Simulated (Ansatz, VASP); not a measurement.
**Two plane-wave programs on YB3N4**

```
CELL_PARAMETERS angstrom
4.80160 -1.35843 0.63533
4.80160 1.35843 0.63533
-1.58113 0.00000 5.08661
ATOMIC_POSITIONS crystal
B 0.94953 0.94953 0.16908
B 0.26412 0.26412 0.94222
B 0.52064 0.52064 0.84322
N 0.80041 0.80041 0.10305
N 0.10668 0.10668 0.79190
N 0.36660 0.36660 0.73162
N 0.52184 0.52184 0.16836
Y 0.72018 0.72018 0.50053
```

Alike in both runs: task single point; functional PBE; k mesh 10 × 10 × 6; occupations fermi-dirac, width 0.02 eV; no spin polarisation.

```csv
,VASP,Ansatz
version,VASP 6.6.1,Ansatz 0.2.0
potentials or method,"VASP PAW PBE potentials, release 64 (B, N, Y_sv)","plane waves, PAW"
plane-wave cutoff (eV),520,420
valence electrons in the cell,40,40
```

Ansatz gave:

| Item | Value |
| --- | --- |
| pressure (GPa) | 3.0 |
| rms of the force components (eV/Å) | 0.047 |

Estimate VASP's values.

pressure (GPa): 3.0; rms of the force components (eV/Å): 0.055.
